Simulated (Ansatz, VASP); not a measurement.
**Mg2W: VASP beside Ansatz**

```xyz
3
Lattice="-1.4052 1.4052 7.0479 1.4052 -1.4052 7.0479 1.4052 1.4052 -7.0479" Properties=species:S:1:pos:R:3 pbc="T T T"
Mg    0.0000    0.0000    4.8577
Mg    0.0000    0.0000    9.2382
W     0.0000    0.0000    0.0000
```

Alike in both runs: functional PBE; k mesh 8 × 8 × 8; occupations gaussian, width 0.1 eV; no spin polarisation.

Ansatz relaxed the structure, and its values are those at the end. VASP's run is a single point on that final structure, the one shown.

|  | VASP | Ansatz |
| --- | --- | --- |
| version | VASP 6.6.1 | Ansatz 0.2.0 |
| potentials or method | VASP PAW PBE potentials, release 64 (Mg, W_sv), cutoff 520 eV | scalar-relativistic, plane waves, PAW |
| valence electrons in the cell | 18 | 34 |

```tsv
	VASP	Ansatz	Ansatz less VASP
gap on the k mesh at the Fermi level (eV)	none	none	-
pressure (GPa)	0.0	0.0	+0.05
```

A gap of «none» marks a metal or a gap that the smearing closes. VASP's potentials hold 18 valence electrons a cell and Ansatz's 34, so a difference there can come from the potentials and not from the codes.

The k mesh is coarse, so the values compare programs but aren't converged. Neither program's run includes spin-orbit coupling.
